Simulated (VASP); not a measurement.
# Ru (P6_3/mmc) in VASP: single point with LDA

Aim: the single point of Ru with LDA.

Program: VASP 6.6.1. These are calculated values, not measurements. Logs are shortened: lines on timing, memory, paths and dates and some standing lists are left out, and cuts for length are marked.

## Step 1: The cell of the first run

Symmetry: P6_3/mmc, No. 194, hexagonal system. The conventional cell has a = 2.392 Å, b = 2.392 Å, c = 3.820 Å, α = 90.00°, β = 90.00°, γ = 120.00°. Within 3.1 Å of Ru (site symmetry -6m2) lie 12 Ru at 2.36 to 2.39 Å.

## Step 2: Single point, LDA

INCAR

```
  ALGO = Normal
  EDIFF = 1E-6
  ENCUT = 560
  GGA_COMPAT = False
  ISIF = 2
  ISMEAR = -1
  LASPH = True
  LCHARG = False
  LREAL = False
  LWAVE = False
  NBANDS = 23
  NELM = 120
  PREC = Accurate
  SIGMA = 0.1
```

KPOINTS

```
k-points
0
Gamma
  19 19 10
```

POSCAR

```
Ru
1.0
    2.3920293528      0.0000000000      0.0000000000
   -1.1960146764      2.0715581861      0.0000000000
    0.0000000000      0.0000000000      3.8202807392
Ru
2
Direct
    0.3333333333      0.6666666667      0.2500000000
    0.6666666667      0.3333333333      0.7500000000
```

Potentials or basis: VASP PAW LDA potentials, release 64 (Ru_sv).

The run is started by

```
> cat potpaw_LDA.64/Ru_sv/POTCAR > POTCAR
> mpirun -np 1 vasp_std > vasp.out
```

OUTCAR:

```text
EDIFF = 1E-6
   ENCUT = 560
   ISIF = 2
   ISMEAR = -1
   LASPH = True
   LREAL = False
   NELM = 120
   PREC = Accurate

 ion  position               nearest neighbor table
   1  0.333  0.667  0.250-   2 2.36   2 2.36   2 2.36   2 2.36   2 2.36   2 2.36
   2  0.667  0.333  0.750-   1 2.36   1 2.36   1 2.36   1 2.36   1 2.36   1 2.36

  LATTYP: Found a hexagonal cell.
 ALAT       =     2.3920293528
 C/A-ratio  =     1.5970877342

  Lattice vectors:

 A1 = (   2.3920293528,   0.0000000000,   0.0000000000)
 A2 = (  -1.1960146764,   2.0715581861,   0.0000000000)
 A3 = (   0.0000000000,   0.0000000000,   3.8202807392)

Analysis of symmetry for initial positions (statically):
=====================================================================
 Subroutine PRICEL returns:
 Original cell was already a primitive cell.

 Routine SETGRP: Setting up the symmetry group for a
 hexagonal supercell.

 Subroutine GETGRP returns: Found 24 space group operations
 (whereof 12 operations were pure point group operations)
 out of a pool of 24 trial point group operations.

The static configuration has the point symmetry D_3d.
 The point group associated with its full space group is D_6h.

Analysis of symmetry for dynamics (positions and initial velocities):
=====================================================================
 Subroutine PRICEL returns:
 Original cell was already a primitive cell.

 Routine SETGRP: Setting up the symmetry group for a
 hexagonal supercell.

 Subroutine GETGRP returns: Found 24 space group operations
 (whereof 12 operations were pure point group operations)
 out of a pool of 24 trial point group operations.

The dynamic configuration has the point symmetry D_3d.
 The point group associated with its full space group is D_6h.

 Subroutine INISYM returns: Found 24 space group operations
 (whereof 12 operations are pure point group operations),
 and found     1 'primitive' translations

----------------------------------------------------------------------------------------

                                     Primitive cell

  volume of cell :      18.9304

  direct lattice vectors                    reciprocal lattice vectors
     2.392029353  0.000000000  0.000000000     0.418055071  0.241364208  0.000000000
    -1.196014676  2.071558186  0.000000000     0.000000000  0.482728415  0.000000000
     0.000000000  0.000000000  3.820280739     0.000000000  0.000000000  0.261760867

  length of vectors
     2.392029353  2.392029353  3.820280739     0.482728415  0.482728415  0.261760867

  position of ions in fractional coordinates (direct lattice)
     0.333333333  0.666666667  0.250000000
     0.666666667  0.333333333  0.750000000

  ion indices of the primitive-cell ions
   primitive index   ion index
                 1           1
                 2           2

----------------------------------------------------------------------------------------

 KPOINTS: k-points

Automatic generation of k-mesh.
 Grid dimensions read from file:
 generate k-points for:   19   19   10

 Generating k-lattice:

  Cartesian coordinates                     Fractional coordinates (reciprocal lattice)
     0.022002898  0.012703379  0.000000000     0.052631579 -0.000000000  0.000000000
     0.000000000  0.025406759  0.000000000     0.000000000  0.052631579  0.000000000
     0.000000000  0.000000000  0.026176087     0.000000000  0.000000000  0.100000000

  Length of vectors
     0.025406759  0.025406759  0.026176087

  Shift w.r.t. Gamma in fractional coordinates (k-lattice)
     0.000000000  0.000000000  0.000000000

 Subroutine IBZKPT returns following result:
 ===========================================

 Found    240 irreducible k-points:

 Following reciprocal coordinates:
            Coordinates               Weight
  0.000000  0.000000  0.000000      1.000000
  0.052632  0.000000  0.000000      6.000000
  0.105263  0.000000  0.000000      6.000000
  0.157895 -0.000000  0.000000      6.000000
  0.210526 -0.000000  0.000000      6.000000
  0.263158  0.000000  0.000000      6.000000
[... 16 lines left out ...]
  0.263158  0.105263  0.000000     12.000000
  0.315789  0.105263  0.000000     12.000000
 [... further k-points ...]
   k-points           NKPTS =    240   k-points in BZ     NKDIM =    240   number of bands    NBANDS=     23
   number of dos      NEDOS =    301   number of ions     NIONS =      2
   total plane-waves  NPLWV =   9720
   dimension x,y,z NGX =    18 NGY =   18 NGZ =   30
   dimension x,y,z NGXF=    36 NGYF=   36 NGZF=   60
   ions per type =               2
   NGX,Y,Z   is equivalent  to a cutoff of  12.51, 12.51, 13.06 a.u.
   NGXF,Y,Z  is equivalent  to a cutoff of  25.02, 25.02, 26.11 a.u.
 SYSTEM =  unknown system
   PREC   = accura    normal or accurate (medium, high low for compatibility)
   ISTART =      0    job   : 0-new  1-cont  2-samecut
   ICHARG =      2    charge: 1-file 2-atom 10-const
   ISPIN  =      1    spin polarized calculation?
   LNONCOLLINEAR =      F non collinear calculations
   LSORBIT =      F    spin-orbit coupling
   LASPH  =      T    aspherical Exc in radial PAW
   ENCUT  =  560.0 eV  41.16 Ry    6.42 a.u.   4.62  4.62  7.37*2*pi/ulx,y,z
   NELM   =    120;   NELMIN=  2; NELMDL= -5     # of ELM steps
   EDIFF  = 0.1E-05   stopping-criterion for ELM
   LREAL  =      F    real-space projection
   EDIFFG = 0.1E-04   stopping-criterion for IOM
   NSW    =      0    number of steps for IOM
   IBRION =     -1    ionic relax: 0-MD 1-quasi-New 2-CG
   NFREE  =      0    steps in history (QN), initial steepest desc. (CG)
   ISIF   =      2    stress and relaxation
   ISYM   =      2    0-nonsym 1-usesym 2-fastsym
   POTIM  = 0.5000    time-step for ionic-motion
   TEBEG  =    0.0;   TEEND  =   0.0 temperature during run
   PSTRESS=    0.0 pullay stress
   NELECT =      32.0000    total number of electrons
   NUPDOWN=      -1.0000    fix difference up-down
   EMIN   =  10.00;   EMAX   =-10.00  energy-range for DOS
   EFERMI =   0.00;   METHOD = LEGACY
   ISMEAR =    -1;   SIGMA  =   0.10  broadening in eV -4-tet -1-fermi 0-gaus
   EFERMI_NEDOS =   21; number of points for ismear=-14 and -15
   IALGO  =     38    algorithm
   IMIX   =      4    mixing-type and parameters
     AMIX     =   0.40;   BMIX     =  1.00
     AMIX_MAG =   1.60;   BMIX_MAG =  1.00
  volume/ion in A,a.u.               =       9.47        63.87
  Fermi-wavevector in a.u.,A,eV,Ry     =   1.950167  3.685282 51.745026  3.803152
  Thomas-Fermi vector in A             =   2.977761
   LORBIT       =      0    0 simple, 1 ext, 2 COOP (PROOUT), +10 PAW based schemes
   GGA     = CA    functional components
   LHFCALC =     F    Hartree Fock is set to
   AEXX    =    0.0000 exact exchange contribution
   IVDW    =     0    specifies the selected vdW correction
   LEPSILON=     F    determine dielectric tensor
   LRPA    =     F    only Hartree local field effects (RPA)
 non-spin polarized calculation
  energy-cutoff  :      560.00
  volume of cell :       18.93
 maximum number of plane-waves:       584
   NGX =  9   NGY =  9   NGZ = 15

 number of electron      31.9999989 magnetization

 Free energy of the ion-electron system (eV)
  ---------------------------------------------------
  ext. energy  EPLUGINS =         0.00000000
  ---------------------------------------------------
  free energy    TOTEN  =       -17.16746362 eV

  energy without entropy =      -17.14096420  energy(sigma->0) =      -17.15421391

 E-fermi :  23.8384     XC(G=0): -16.8848

 val. band max:       23.8287547401   @ k =   0.1579   0.1053   0.3000
 cond. band min:      23.8447422588   @ k =   0.1053   0.1053   0.4000
 fundamental gap:      0.0159875187
 Fermi energy:        23.8384378110

 k-point     1 :       0.0000    0.0000    0.0000
  band No.  band energies     occupation
      1     -50.2347      2.00000
      2     -49.3967      2.00000
      3     -21.9373      2.00000
      4     -19.0379      2.00000
      5     -19.0379      2.00000
      6     -18.5663      2.00000
[... 15 lines left out ...]
     22      38.6181      0.00000
     23      40.6704      0.00000

 k-point     2 :       0.0526    0.0000    0.0000
  band No.  band energies     occupation
      1     -50.2176      2.00000
      2     -49.3891      2.00000
      3     -21.9092      2.00000
      4     -19.1088      2.00000
      5     -19.0609      2.00000
      6     -18.6374      2.00000
[... 15 lines left out ...]
     22      38.7032      0.00000
     23      40.8802      0.00000

 k-point     3 :       0.1053    0.0000    0.0000
  band No.  band energies     occupation
      1     -50.1675      2.00000
      2     -49.3671      2.00000
      3     -21.8259      2.00000
      4     -19.3127      2.00000
      5     -19.1259      2.00000
      6     -18.8399      2.00000
[... 15 lines left out ...]
     22      39.3558      0.00000
     23      41.4427      0.00000

 k-point     4 :       0.1579   -0.0000    0.0000
  band No.  band energies     occupation
      1     -50.0885      2.00000
      2     -49.3342      2.00000
      3     -21.6916      2.00000
      4     -19.6242      2.00000
      5     -19.2226      2.00000
      6     -19.1445      2.00000
[... 15 lines left out ...]
     22      40.8050      0.00000
     23      42.0063      0.00000

 k-point     5 :       0.2105   -0.0000    0.0000
  band No.  band energies     occupation
      1     -49.9865      2.00000
      2     -49.2954      2.00000
      3     -21.5129      2.00000
      4     -20.0057      2.00000
      5     -19.5106      2.00000
      6     -19.3378      2.00000
[... 434 lines left out ...]
 k-point    22 :       0.2105    0.1053    0.0000
  band No.  band energies     occupation
      1     -49.8330      2.00000
      2     -49.2461      2.00000
      3     -21.2297      2.00000
      4     -20.4030      2.00000
      5     -20.0985      2.00000
      6     -19.4426      2.00000
[... 15 lines left out ...]
     22      41.1743      0.00000
     23      42.2129      0.00000

 k-point    23 :       0.2632    0.1053    0.0000
  band No.  band energies     occupation
      1     -49.7162      2.00000
      2     -49.2183      2.00000
      3     -20.9988      2.00000
      4     -20.7668      2.00000
      5     -20.3598      2.00000
      6     -19.6173      2.00000
[... 15 lines left out ...]
     22      40.2255      0.00000
     23      40.5010      0.00000

 k-point    24 :       0.3158    0.1053    0.0000
  band No.  band energies     occupation
      1     -49.6057      2.00000
      2     -49.2026      2.00000
      3     -21.0779      2.00000
      4     -20.7636      2.00000
      5     -20.5813      2.00000
      6     -19.7638      2.00000
[... 15 lines left out ...]
     22      39.0006      0.00000
     23      39.5653      0.00000

 [... further k-points ...]

------------------------ aborting loop because EDIFF is reached ----------------------------------------

  FORCE on cell =-STRESS in cart. coord.  units (eV):
  Direction    XX          YY          ZZ          XY          YZ          ZX
  --------------------------------------------------------------------------------------
  -------------------------------------------------------------------------------------
  Total       29.7359420     29.7359420     29.7264665      0.0000000      0.0000000      0.0000000
  in kB     2516.7110969   2516.7110969   2515.9091325      0.0000000      0.0000000      0.0000000
  external PRESSURE =    2516.4437754 kB  Pullay stress =       0.0000000 kB

 VOLUME and BASIS-vectors are now :
 -----------------------------------------------------------------------------
  energy-cutoff  :      560.00
  volume of cell :       18.93
      direct lattice vectors                 reciprocal lattice vectors
     2.392029353  0.000000000  0.000000000     0.418055071  0.241364208  0.000000000
    -1.196014676  2.071558186  0.000000000     0.000000000  0.482728415  0.000000000
     0.000000000  0.000000000  3.820280739     0.000000000  0.000000000  0.261760867

 POSITION                                       TOTAL-FORCE (eV/Angst)
 -----------------------------------------------------------------------------------
     -0.00000      1.38104      0.95507         0.000000      0.000000      0.000000
      1.19601      0.69052      2.86521        -0.000000     -0.000000      0.000000
 -----------------------------------------------------------------------------------
    total drift:                               -0.000000      0.000000     -0.000000

  FREE ENERGIE OF THE ION-ELECTRON SYSTEM (eV)
  ---------------------------------------------------
  free  energy   TOTEN  =       -17.1674636166 eV

  energy  without entropy=      -17.1409641978  energy(sigma->0) =      -17.15421391
```

Run time: 62 s. Hardware: 1 thread of Intel Xeon Platinum 8375C at 2.90GHz (Ice Lake), shared host; peak memory 0.19 GiB.

Results:

| Item | Value |
| --- | --- |
| Free energy | -17.1675 eV |
| Pressure | 251.6 GPa |
| Band gap on the k mesh | zero (bands 16 and 17 overlap by 5.46 eV) |

Stress tensor (GPa, compression positive):
```
251.67   0.00   0.00
  0.00 251.67   0.00
  0.00   0.00 251.59
```

Caveat: the cell stands under pressure.
